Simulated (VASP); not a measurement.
A run of VASP 6.6.1 is set up as follows.

POSCAR

```
CaO
1.0
    0.0000000000      2.4386137000      2.4386137000
    2.4386137000      0.0000000000      2.4386137000
    2.4386137000      2.4386137000      0.0000000000
Ca O
1 1
Direct
    0.0000000000      0.0000000000      0.0000000000
    0.5000000000      0.5000000000      0.5000000000
```

File INCAR.step1:

```
PREC     = Accurate       # precision mode
ENCUT    = 520            # plane-wave cutoff, eV
ISMEAR   = -1             # smearing method
SIGMA    = 0.0164         # smearing width, eV
LREAL    = F              # projectors in reciprocal space
LASPH    = T              # aspherical terms in the spheres
NELM     = 60             # most SCF steps
NBANDS   = 15             # bands
GGA      = PE             # functional
ALGO     = Normal         # electronic algorithm
EDIFF    = 1E-4           # SCF threshold, eV
LWAVE    = T              # write WAVECAR
LCHARG   = F              # write CHGCAR
```

Contents of INCAR.step2:

```
PREC     = Accurate       # precision mode
ENCUT    = 520            # plane-wave cutoff, eV
EDIFF    = 1E-7           # SCF threshold, eV
ISMEAR   = -1             # smearing method
SIGMA    = 0.0164         # smearing width, eV
LREAL    = F              # projectors in reciprocal space
LASPH    = T              # aspherical terms in the spheres
NELM     = 60             # most SCF steps
ALGO     = Normal         # electronic algorithm
ISIF     = 2              # what is computed and relaxed
LWAVE    = F              # write WAVECAR
LCHARG   = F              # write CHGCAR
METAGGA  = R2SCAN         # meta-GGA
LMIXTAU  = T            
NBANDS   = 15             # bands
ISTART   = 1
```

Contents of KPOINTS:

```
Automatic mesh
0
Gamma
  9 9 9
```

Potentials or basis: VASP PAW PBE potentials, release 64 (Ca_sv, O).

The run is started by

```sh
$ cat potpaw_PBE.64/Ca_sv/POTCAR potpaw_PBE.64/O/POTCAR > POTCAR
$ cp INCAR.step1 INCAR
$ mpirun -np 1 vasp_std > vasp.out
$ cp INCAR.step2 INCAR
$ mpirun -np 1 vasp_std > vasp.out
```

(1) Estimate the band gap on the k mesh.

(2) Estimate the pressure.

Answers

(1) 4.25 eV, indirect (least direct gap 4.63 eV).

(2) -4.5 GPa.

Caveat: the PAW data sets were made with another functional, which shifts forces and pressure a little.
